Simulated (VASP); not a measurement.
Here is a VASP 6.6.1 calculation.

Contents of INCAR:

```
SYSTEM = Os
PREC = Accurate
ENCUT = 520
EDIFF = 1E-8
ISMEAR = -1
SIGMA = 0.08
LREAL = .False.
LASPH = .True.
NELM = 100
ALGO = Normal
ISIF = 2
LWAVE = .False.
LCHARG = .False.
GGA = PS
LEFG = .True.
NBANDS = 15
```

File KPOINTS:

```
Automatic mesh
0
Gamma
  17 17 10
  0 0 0
```

File POSCAR:

```
Os
1.0
    2.7340999755      0.0000000000      0.0000000000
   -1.3670499878      2.3678000353      0.0000000000
    0.0000000000      0.0000000000      4.3197000000
Os
2
Direct
    0.3333333333      0.6666666667      0.2500000000
    0.6666666667      0.3333333333      0.7500000000
```

Potentials or basis: VASP PAW PBE potentials, release 64 (Os).

Launch:

```console
$ cat potpaw_PBE.64/Os/POTCAR > POTCAR
$ mpirun -np 1 vasp_std > vasp.out
```

(1) Estimate the band gap on the k mesh.

(2) Predict the pressure.

Results:

(1) zero (band 8 reaches 11.38 eV, above the bottom of band 9 at 7.45 eV).

(2) -2.3 GPa.

Caveat: without QUAD_EFG the Cq values of the log hold for a quadrupole moment of 1 mb, not for the nuclei; the PAW data sets were made with another functional, which shifts forces and pressure a little; spin-orbit coupling is left out, which moves the levels of the heavy elements.
